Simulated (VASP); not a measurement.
# WS2 (R3m) in VASP: further runs

WS2 is run at these levels: PBEsol; tasks: single point.

Program: VASP 6.6.1. These are calculated values, not measurements. Logs are shortened: lines on timing, memory, paths and dates and some standing lists are left out, and cuts for length are marked.

## 1. The cell of the first run

Symmetry: R3m, No. 160, trigonal system. The conventional cell has a = 3.253 Å, b = 3.253 Å, c = 18.490 Å, α = 90.00°, β = 90.00°, γ = 120.00°. W (site symmetry 3m) has 6 S at 2.43 to 2.46 Å and 6 W at 3.25 Å within 3.3 Å. S (site symmetry 3m) has 3 W at 2.43 Å and 7 S at 3.13 to 3.25 Å within 3.3 Å. Within 3.3 Å of S (site symmetry 3m) lie 3 W at 2.46 Å and 7 S at 3.13 to 3.25 Å.

## 2. Single point, PBEsol (strain +0.030 along x and y, +0.000 along z)

Contents of INCAR:

```
SYSTEM = WS2
  ALGO = Normal
  EDIFF = 1E-7
  ENCUT = 520
  GGA = PS
  ISIF = 2
  ISMEAR = 0
  LASPH = .True.
  LCHARG = .False.
  LREAL = .False.
  LWAVE = .False.
  NBANDS = 20
  NELM = 100
  PREC = Accurate
  SIGMA = 0.05
```

Contents of KPOINTS:

```
k-points
0
Gamma
  12 12 12
  0 0 0
```

Contents of POSCAR:

```
WS2
1.0
    1.6263703958      0.9389853858      6.1633300000
   -1.6263703958      0.9389853858      6.1633300000
    0.0000000000     -1.8779707716      6.1633300000
W S
1 2
Direct
    0.0000000000      0.0000000000      0.0000000000
    0.7503000000      0.7503000000      0.7503000000
    0.5810000000      0.5810000000      0.5810000000
```

Potentials or basis: VASP PAW PBE potentials, release 64 (W_sv, S).

Run with:

```sh
> cat potpaw_PBE.64/W_sv/POTCAR potpaw_PBE.64/S/POTCAR > POTCAR
> mpirun -np 1 vasp_std > vasp.out
```

OUTCAR:

```text
SYSTEM = WS2
   EDIFF = 1E-7
   ENCUT = 520
   GGA = PS
   ISIF = 2
   ISMEAR = 0
   LASPH = .True.
   LREAL = .False.
   NELM = 100
   PREC = Accurate

 ion  position               nearest neighbor table
   1  0.000  0.000  0.000-   2 2.43   2 2.43   2 2.43   3 2.46   3 2.46   3 2.46
   2  0.750  0.750  0.750-   1 2.43   1 2.43   1 2.43
   3  0.581  0.581  0.581-   1 2.46   1 2.46   1 2.46

  LATTYP: Found a trigonal (rhomboedric) cell.
 ALAT       =     6.4430901676
 COS(alpha) =     0.8725674134

  Lattice vectors:

 A1 = (   1.6263703958,   0.9389853858,   6.1633300000)
 A2 = (  -1.6263703958,   0.9389853858,   6.1633300000)
 A3 = (   0.0000000000,  -1.8779707716,   6.1633300000)

Analysis of symmetry for initial positions (statically):
=====================================================================
 Subroutine PRICEL returns:
 Original cell was already a primitive cell.

 Routine SETGRP: Setting up the symmetry group for a
 trigonal (rhombohedral) supercell.

 Subroutine GETGRP returns: Found  6 space group operations
 (whereof  6 operations were pure point group operations)
 out of a pool of 12 trial point group operations.

The static configuration has the point symmetry C_3v.

Analysis of symmetry for dynamics (positions and initial velocities):
=====================================================================
 Subroutine PRICEL returns:
 Original cell was already a primitive cell.

 Routine SETGRP: Setting up the symmetry group for a
 trigonal (rhombohedral) supercell.

 Subroutine GETGRP returns: Found  6 space group operations
 (whereof  6 operations were pure point group operations)
 out of a pool of 12 trial point group operations.

The dynamic configuration has the point symmetry C_3v.

 Subroutine INISYM returns: Found  6 space group operations
 (whereof  6 operations are pure point group operations),
 and found     1 'primitive' translations

----------------------------------------------------------------------------------------

                                     Primitive cell

  volume of cell :      56.4735

  direct lattice vectors                    reciprocal lattice vectors
     1.626370396  0.938985386  6.163330000     0.307433043  0.177496550  0.054083318
    -1.626370396  0.938985386  6.163330000    -0.307433043  0.177496550  0.054083318
     0.000000000 -1.877970772  6.163330000     0.000000000 -0.354993100  0.054083318

  length of vectors
     6.443090168  6.443090168  6.443090168     0.359089274  0.359089274  0.359089274

  position of ions in fractional coordinates (direct lattice)
     0.000000000  0.000000000  0.000000000
     0.750300000  0.750300000  0.750300000
     0.581000000  0.581000000  0.581000000

  ion indices of the primitive-cell ions
   primitive index   ion index
                 1           1
                 2           2
                 3           3

----------------------------------------------------------------------------------------

 KPOINTS: k-points

Automatic generation of k-mesh.
 Grid dimensions read from file:
 generate k-points for:   12   12   12

 Generating k-lattice:

  Cartesian coordinates                     Fractional coordinates (reciprocal lattice)
     0.025619420  0.014791379  0.004506943     0.083333333  0.000000000  0.000000000
    -0.025619420  0.014791379  0.004506943     0.000000000  0.083333333  0.000000000
     0.000000000 -0.029582758  0.004506943     0.000000000  0.000000000  0.083333333

  Length of vectors
     0.029924106  0.029924106  0.029924106

  Shift w.r.t. Gamma in fractional coordinates (k-lattice)
     0.000000000  0.000000000  0.000000000

 Subroutine IBZKPT returns following result:
 ===========================================

 Found    189 irreducible k-points:

 Following reciprocal coordinates:
            Coordinates               Weight
  0.000000  0.000000  0.000000      1.000000
  0.083333 -0.000000  0.000000      6.000000
  0.166667 -0.000000  0.000000      6.000000
  0.250000  0.000000  0.000000      6.000000
  0.333333  0.000000  0.000000      6.000000
  0.416667  0.000000  0.000000      6.000000
[... 16 lines left out ...]
  0.500000  0.166667 -0.000000     12.000000
 -0.416667  0.166667 -0.000000     12.000000
 [... further k-points ...]
   k-points           NKPTS =    189   k-points in BZ     NKDIM =    189   number of bands    NBANDS=     20
   number of dos      NEDOS =    301   number of ions     NIONS =      3
   total plane-waves  NPLWV = 110592
   dimension x,y,z NGX =    48 NGY =   48 NGZ =   48
   dimension x,y,z NGXF=    96 NGYF=   96 NGZF=   96
   ions per type =               1   2
   NGX,Y,Z   is equivalent  to a cutoff of  12.39, 12.39, 12.39 a.u.
   NGXF,Y,Z  is equivalent  to a cutoff of  24.77, 24.77, 24.77 a.u.
 SYSTEM =  WS2
   PREC   = accura    normal or accurate (medium, high low for compatibility)
   ISTART =      0    job   : 0-new  1-cont  2-samecut
   ICHARG =      2    charge: 1-file 2-atom 10-const
   ISPIN  =      1    spin polarized calculation?
   LNONCOLLINEAR =      F non collinear calculations
   LSORBIT =      F    spin-orbit coupling
   LASPH  =      T    aspherical Exc in radial PAW
   ENCUT  =  520.0 eV  38.22 Ry    6.18 a.u.  11.98 11.98 11.98*2*pi/ulx,y,z
   NELM   =    100;   NELMIN=  2; NELMDL= -5     # of ELM steps
   EDIFF  = 0.1E-06   stopping-criterion for ELM
   LREAL  =      F    real-space projection
   EDIFFG = 0.1E-05   stopping-criterion for IOM
   NSW    =      0    number of steps for IOM
   IBRION =     -1    ionic relax: 0-MD 1-quasi-New 2-CG
   NFREE  =      0    steps in history (QN), initial steepest desc. (CG)
   ISIF   =      2    stress and relaxation
   ISYM   =      2    0-nonsym 1-usesym 2-fastsym
   POTIM  = 0.5000    time-step for ionic-motion
   TEBEG  =    0.0;   TEEND  =   0.0 temperature during run
   PSTRESS=    0.0 pullay stress
   NELECT =      26.0000    total number of electrons
   NUPDOWN=      -1.0000    fix difference up-down
   EMIN   =  10.00;   EMAX   =-10.00  energy-range for DOS
   EFERMI =   0.00;   METHOD = LEGACY
   ISMEAR =     0;   SIGMA  =   0.05  broadening in eV -4-tet -1-fermi 0-gaus
   EFERMI_NEDOS =   21; number of points for ismear=-14 and -15
   IALGO  =     38    algorithm
   IMIX   =      4    mixing-type and parameters
     AMIX     =   0.40;   BMIX     =  1.00
     AMIX_MAG =   1.60;   BMIX_MAG =  1.00
  volume/ion in A,a.u.               =      18.82       127.03
  Fermi-wavevector in a.u.,A,eV,Ry     =   1.264108  2.388818 21.741700  1.597970
  Thomas-Fermi vector in A             =   2.397431
   LORBIT       =      0    0 simple, 1 ext, 2 COOP (PROOUT), +10 PAW based schemes
   GGA     = PS    functional components
   LHFCALC =     F    Hartree Fock is set to
   AEXX    =    0.0000 exact exchange contribution
   IVDW    =     0    specifies the selected vdW correction
   LEPSILON=     F    determine dielectric tensor
   LRPA    =     F    only Hartree local field effects (RPA)
 non-spin polarized calculation
 Gauss-broadening in eV      SIGMA  =   0.05
  energy-cutoff  :      520.00
  volume of cell :       56.47
 maximum number of plane-waves:      1548
   NGX = 23   NGY = 23   NGZ = 23

 number of electron      26.0000001 magnetization

 Free energy of the ion-electron system (eV)
  ---------------------------------------------------
  ext. energy  EPLUGINS =         0.00000000
  ---------------------------------------------------
  free energy    TOTEN  =       -25.14316285 eV

  energy without entropy =      -25.14316285  energy(sigma->0) =      -25.14316285

 E-fermi :   7.2308     XC(G=0): -10.8325

 val. band max:        6.7970804839   @ k =   0.5000   0.5000   0.5000
 cond. band min:       7.6119628498   @ k =  -0.1667   0.5000   0.1667
 fundamental gap:      0.8148823659
 Fermi energy:         7.2308325393

 k-point     1 :       0.0000    0.0000    0.0000
  band No.  band energies     occupation
      1     -68.0285      2.00000
      2     -32.2151      2.00000
      3     -32.1216      2.00000
      4     -32.1216      2.00000
      5      -8.5508      2.00000
      6      -6.6426      2.00000
[... 12 lines left out ...]
     19      14.0492      0.00000
     20      15.0618      0.00000

 k-point     2 :       0.0833   -0.0000    0.0000
  band No.  band energies     occupation
      1     -68.0277      2.00000
      2     -32.2120      2.00000
      3     -32.1395      2.00000
      4     -32.1258      2.00000
      5      -8.4443      2.00000
      6      -6.6132      2.00000
[... 12 lines left out ...]
     19      14.5047      0.00000
     20      15.1334      0.00000

 k-point     3 :       0.1667   -0.0000    0.0000
  band No.  band energies     occupation
      1     -68.0255      2.00000
      2     -32.2034      2.00000
      3     -32.1882      2.00000
      4     -32.1373      2.00000
      5      -8.1404      2.00000
      6      -6.5292      2.00000
[... 12 lines left out ...]
     19      14.8982      0.00000
     20      15.4398      0.00000

 k-point     4 :       0.2500    0.0000    0.0000
  band No.  band energies     occupation
      1     -68.0225      2.00000
      2     -32.2541      2.00000
      3     -32.1916      2.00000
      4     -32.1529      2.00000
      5      -7.6877      2.00000
      6      -6.4050      2.00000
[... 12 lines left out ...]
     19      14.5484      0.00000
     20      15.0443      0.00000

 k-point     5 :       0.3333    0.0000    0.0000
  band No.  band energies     occupation
      1     -68.0195      2.00000
      2     -32.3191      2.00000
      3     -32.1797      2.00000
      4     -32.1685      2.00000
      5      -7.1747      2.00000
      6      -6.2682      2.00000
[... 12 lines left out ...]
     19      13.7616      0.00000
     20      14.2771      0.00000
[... 353 lines left out ...]
      6      -6.3783      2.00000
[... 12 lines left out ...]
     19      14.5859      0.00000
     20      15.2336      0.00000

 k-point    22 :       0.4167    0.1667    0.0000
  band No.  band energies     occupation
      1     -68.0184      2.00000
      2     -32.3192      2.00000
      3     -32.1984      2.00000
      4     -32.1754      2.00000
      5      -6.9488      2.00000
      6      -6.2424      2.00000
[... 12 lines left out ...]
     19      14.4065      0.00000
     20      14.9436      0.00000

 k-point    23 :       0.5000    0.1667   -0.0000
  band No.  band energies     occupation
      1     -68.0165      2.00000
      2     -32.3508      2.00000
      3     -32.2177      2.00000
      4     -32.1679      2.00000
      5      -6.5696      2.00000
      6      -6.1248      2.00000
[... 12 lines left out ...]
     19      14.4345      0.00000
     20      14.7892      0.00000

 k-point    24 :      -0.4167    0.1667   -0.0000
  band No.  band energies     occupation
      1     -68.0158      2.00000
      2     -32.3622      2.00000
      3     -32.2249      2.00000
      4     -32.1652      2.00000
      5      -6.4281      2.00000
      6      -6.0689      2.00000
[... 12 lines left out ...]
     19      14.5914      0.00000
     20      14.7648      0.00000

 [... further k-points ...]
[... 5 lines left out ...]
  --------------------------------------------------------------------------------------
  -------------------------------------------------------------------------------------
  Total       -3.7453999     -3.7453999     -1.9456062      0.0000000      0.0000000      0.0000000
  in kB     -106.2585320   -106.2585320    -55.1976464      0.0000000      0.0000000      0.0000000
  external PRESSURE =     -89.2382368 kB  Pullay stress =       0.0000000 kB

 VOLUME and BASIS-vectors are now :
 -----------------------------------------------------------------------------
  energy-cutoff  :      520.00
  volume of cell :       56.47
      direct lattice vectors                 reciprocal lattice vectors
     1.626370396  0.938985386  6.163330000     0.307433043  0.177496550  0.054083318
    -1.626370396  0.938985386  6.163330000    -0.307433043  0.177496550  0.054083318
     0.000000000 -1.877970772  6.163330000     0.000000000 -0.354993100  0.054083318

 POSITION                                       TOTAL-FORCE (eV/Angst)
 -----------------------------------------------------------------------------------
      0.00000      0.00000      0.00000         0.000000      0.000000     -0.522509
      0.00000      0.00000     13.87304         0.000000     -0.000000     -0.397727
      0.00000      0.00000     10.74268         0.000000     -0.000000      0.920236
 -----------------------------------------------------------------------------------
    total drift:                                0.000000      0.000000      0.000095

  FREE ENERGIE OF THE ION-ELECTRON SYSTEM (eV)
  ---------------------------------------------------
  free  energy   TOTEN  =       -25.1431628532 eV

  energy  without entropy=      -25.1431628532  energy(sigma->0) =      -25.14316285
```

Wall time 15 min (1 thread of Intel Xeon 8259CL, shared host); peak memory 0.45 GiB.

Results:

```yaml
Free_energy: -25.1432 eV
Pressure: -8.9 GPa
Largest_force: 0.920 eV/Å
Band_gap_on_the_k_mesh: 0.81 eV (least direct gap 1.58 eV)
```

Forces in eV/Å, atoms in the order of the input:
```
W    0.000  0.000 -0.523
S    0.000  0.000 -0.398
S    0.000  0.000  0.920
```

Levels at points of the mesh, in eV from the valence-band top:
| k point | band 11 | band 12 | band 13 | band 14 | band 15 | band 16 |
| --- | --- | --- | --- | --- | --- | --- |
| (0.00, 0.00, 0.00) | -2.46 | -1.42 | -1.01 | 1.87 | 1.87 | 2.24 |
| (0.50, 0.00, 0.00) | -2.48 | -2.04 | -1.69 | 1.84 | 2.22 | 3.28 |
| (0.50, 0.50, 0.00) | -3.05 | -2.24 | -1.57 | 1.79 | 2.28 | 2.90 |
| (0.50, 0.50, 0.50) | -2.42 | -2.42 | 0.00 | 1.99 | 1.99 | 2.08 |

Caveat: the cell differs from its parent crystal (strain +0.030 along x and y, +0.000 along z); the stress differs along the axes, from -11 to -6 GPa; the PAW data sets were made with another functional, which shifts forces and pressure a little; spin-orbit coupling is left out, which moves the levels of the heavy elements.

(Part 1 of 2 ends here.)
